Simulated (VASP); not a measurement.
Set up this calculation in VASP 6.6.1, as the native input.

```yaml
Task: single point
Functional: LDA
Potentials_or_basis: VASP PAW LDA potentials, release 64 (Rh_pv)
Cutoff: 520 eV
k_mesh: 17 × 17 × 17
Occupations: fermi-dirac, width 0.08 eV
Spin: no spin polarisation
Dipole_correction: no
Further_INCAR_settings: ALGO = Normal; EDIFF = 1e-06; NBANDS = 14
```

The structure of Rh lies in POSCAR:

```
Rh
1.0
    2.3942293885      0.0000000000      0.0000000000
    0.0000000000      2.3942293885      0.0000000000
    0.0000000000      0.0000000000      2.3942293885
Rh
1
Direct
    0.0000000000      0.0000000000      0.0000000000
```

This cell differs from its parent crystal: volume scaled by 0.9, source ansatz.

The input as run:

INCAR

```
SYSTEM = Rh
PREC     = Accurate       ! precision mode
ENCUT    = 520            ! plane-wave cutoff, eV
EDIFF    = 1E-6           ! SCF threshold, eV
ISMEAR   = -1             ! smearing method
SIGMA    = 0.08           ! smearing width, eV
LREAL    = .FALSE.        ! projectors in reciprocal space
LASPH    = .TRUE.         ! aspherical terms in the spheres
NELM     = 60             ! most SCF steps
ALGO     = Normal         ! electronic algorithm
ISIF     = 2              ! what is computed and relaxed
LWAVE    = .FALSE.        ! write WAVECAR
LCHARG   = .FALSE.        ! write CHGCAR
GGA      = CA             ! functional
NBANDS   = 14             ! bands
```

KPOINTS

```
regular mesh
0
G
  17 17 17
  0 0 0
```

Potentials or basis: VASP PAW LDA potentials, release 64 (Rh_pv).

Run with:

```console
$ cat potpaw_LDA.64/Rh_pv/POTCAR > POTCAR
$ mpirun -np 1 vasp_std > vasp.out
```

Results of the run:

```
Pressure : 32.7 GPa
```

Run time: 28 s on 1 thread of Intel Xeon 8259CL (shared host), peak memory 0.13 GiB.
